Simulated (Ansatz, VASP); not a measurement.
## InP: VASP beside Ansatz

Contents of INCAR:

```
SYSTEM = InP
PREC = Accurate
ENCUT = 520
EDIFF = 1E-6
ISMEAR = -1
SIGMA = 0.03
LREAL = .FALSE.
LASPH = .TRUE.
NELM = 100
ALGO = Normal
ISIF = 2
LWAVE = .FALSE.
LCHARG = .FALSE.
GGA = PE
NBANDS = 16
```

KPOINTS

```
Automatic mesh
0
G
  11 11 11
  0 0 0
```

Contents of POSCAR:

```
InP
1.0
    0.0285500000      2.8692750000      2.8692750000
    2.8692750000      0.0285500000      2.8692750000
    2.8692750000      2.8692750000      0.0285500000
In P
1 1
Direct
    0.0000000000      0.0000000000      0.0000000000
    0.5000000000      0.5000000000      0.5000000000
```

Input for Ansatz:

```yaml
crystal:
  lattice:
    - [0.02855, 2.869275, 2.869275]
    - [2.869275, 0.02855, 2.869275]
    - [2.869275, 2.869275, 0.02855]
  atoms:
    - { symbol: In, position: [0.0, 0.0, 0.0] }
    - { symbol: P, position: [0.5, 0.5, 0.5] }
kpoints:
  mp_grid: { grid: [11, 11, 11] }
  band_path:
    path:
      - [0.0, 0.0, 0.0]
      - [0.5, 0.5, 0.5]
      - [0.247543133, 0.5, 0.752456867]
      - [-0.247543133, 0.247543133, 0.5]
      - [0.0, 0.0, 0.5]
      - [0.0, 0.0, 0.0]
      - [-0.3737715665, 0.0, 0.3737715665]
      - [0.0, 0.3737715665, 0.6262284335]
      - [0.0, 0.5, 0.5]
    npoints: 5
scf:
  occupations: { method: fermi_dirac, width: 0.03 }
hamiltonian:
  xc: pbe
  pseudopotentials: { kind: all_electron, lapw: { basis_error: 0.00025 } }
output:
  forces: true
  stress: true
  eigenvalues: true
```

Change from the starting cell: equal xy, yz and zx shear strains of +1 %.

Alike in both runs: task single point; functional PBE; k mesh 11 × 11 × 11; occupations fermi-dirac, width 0.03 eV; no spin polarisation.

```csv
,VASP,Ansatz
version,VASP 6.6.1,Ansatz 0.2.0
potentials or method,"VASP PAW PBE potentials, release 64 (In_d, P), cutoff 520 eV","all-electron LAPW, scalar-relativistic"
```

|  | VASP | Ansatz | Ansatz less VASP |
| --- | --- | --- | --- |
| pressure (GPa) | -5.4 | -5.4 | +0.05 |
| traceless stress, the component that is largest in VASP (GPa) | -0.29 | -0.29 | 0.000 |

Ansatz ran all-electron here, and VASP with PAW potentials.
